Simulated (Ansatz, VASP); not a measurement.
**One calculation of MgO, two programs**

```
Mg O
1.0
     6.38038   -6.38038    0.00000
     6.38038    0.00000    6.38038
     0.00000   -6.38038    6.38038
Mg O
27 27
Cartesian
  4.2536 -8.5072 8.5072
  4.2536 -4.2536 4.2536
  6.3804 -8.5072 10.6340
  4.2536 -6.3804 6.3804
  6.3804 -4.2536 6.3804
  2.1268 -8.5072 6.3804
  6.3804 -6.3804 8.5072
  2.1268 -4.2536 2.1268
  8.5072 -6.3804 10.6340
  2.1268 -6.3804 8.5072
  2.1268 -2.1268 4.2536
  4.2536 -6.3804 10.6340
  2.1268 -4.2536 6.3804
  4.2536 -2.1268 6.3804
  0.0000 -6.3804 6.3804
  4.2536 -4.2536 8.5072
  0.0000 -2.1268 2.1268
  6.3804 -4.2536 10.6340
  6.3804 -10.6340 8.5072
  6.3804 -6.3804 4.2536
  8.5072 -10.6340 10.6340
  6.3804 -8.5072 6.3804
  8.5072 -6.3804 6.3804
  4.2536 -10.6340 6.3804
  8.5072 -8.5072 8.5072
  4.2536 -6.3804 2.1268
  10.6340 -8.5072 10.6340
  6.3804 -8.5072 8.5072
  6.3804 -4.2536 4.2536
  8.5072 -8.5072 10.6340
  6.3804 -6.3804 6.3804
  8.5072 -4.2536 6.3804
  4.2536 -8.5072 6.3804
  8.5072 -6.3804 8.5072
  4.2536 -4.2536 2.1268
  4.2536 -6.3804 4.2536
  4.2536 -6.3804 8.5072
  4.2536 -2.1268 4.2536
  6.3804 -6.3804 10.6340
  4.2536 -4.2536 6.3804
  6.3804 -2.1268 6.3804
  2.1268 -6.3804 6.3804
  6.3804 -4.2536 8.5072
  2.1268 -2.1268 2.1268
  2.1268 -4.2536 4.2536
  8.5072 -10.6340 8.5072
  8.5072 -6.3804 4.2536
  10.6340 -10.6340 10.6340
  8.5072 -8.5072 6.3804
  10.6340 -6.3804 6.3804
  6.3804 -10.6340 6.3804
  10.6340 -8.5072 8.5072
  6.3804 -6.3804 2.1268
  6.3804 -8.5072 4.2536
```

Alike in both runs: task single point; functional PBE; k mesh 2 × 2 × 2; occupations gaussian, width 0.01 eV; no spin polarisation.

|  | VASP | Ansatz |
| --- | --- | --- |
| version | VASP 6.6.1 | Ansatz 0.2.0 |
| potentials or method | VASP PAW PBE potentials, release 64 (Mg, O), cutoff 520 eV | scalar-relativistic, plane waves, PAW |
| valence electrons in the cell | 216 | 432 |

|  | VASP | Ansatz | Ansatz less VASP |
| --- | --- | --- | --- |
| gap on the k mesh at the Fermi level (eV) | 4.44 | 4.46 | +0.017 |
| least direct gap on the mesh (eV) | 4.44 | 4.46 | +0.017 |
| pressure (GPa) | -0.7 | 0.0 | +0.74 |

VASP's potentials hold 216 valence electrons a cell and Ansatz's 432, so a difference there can come from the potentials and not from the codes.

The k mesh is coarse, so the values compare programs but aren't converged.
